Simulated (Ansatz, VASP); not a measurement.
Two plane-wave programs on MgO

```xyz
2
Lattice="0.0000 2.1205 2.1205 2.1205 0.0000 2.1205 2.1205 2.1205 0.0000" Properties=species:S:1:pos:R:3 pbc="T T T"
Mg    0.0000    0.0000    0.0000
O     2.1205    2.1205    2.1205
```

Alike in both runs: task single point; functional PBE; k mesh 8 × 8 × 8; occupations tetrahedron; no spin polarisation.

|  | VASP | Ansatz |
| --- | --- | --- |
| version | VASP 6.6.1 | Ansatz 0.2.0 |
| potentials or method | VASP PAW PBE potentials, release 64 (Mg_sv, O), cutoff 840 eV | PAW, plane waves, scalar-relativistic |
| valence electrons in the cell | 16 | 16 |

Ansatz gave:

```
gap on the k mesh at the Fermi level (eV) : 4.55
pressure (GPa)                            : 1.4
```

**Question.** Estimate VASP's values.

**Answer.** gap on the k mesh at the Fermi level (eV): 4.54; pressure (GPa): 1.4.

The functional is the same, so the differences come from potentials, cutoffs and numerics. Ansatz's warnings: band table not solved further, tetrahedron derivatives may miss energy slope.
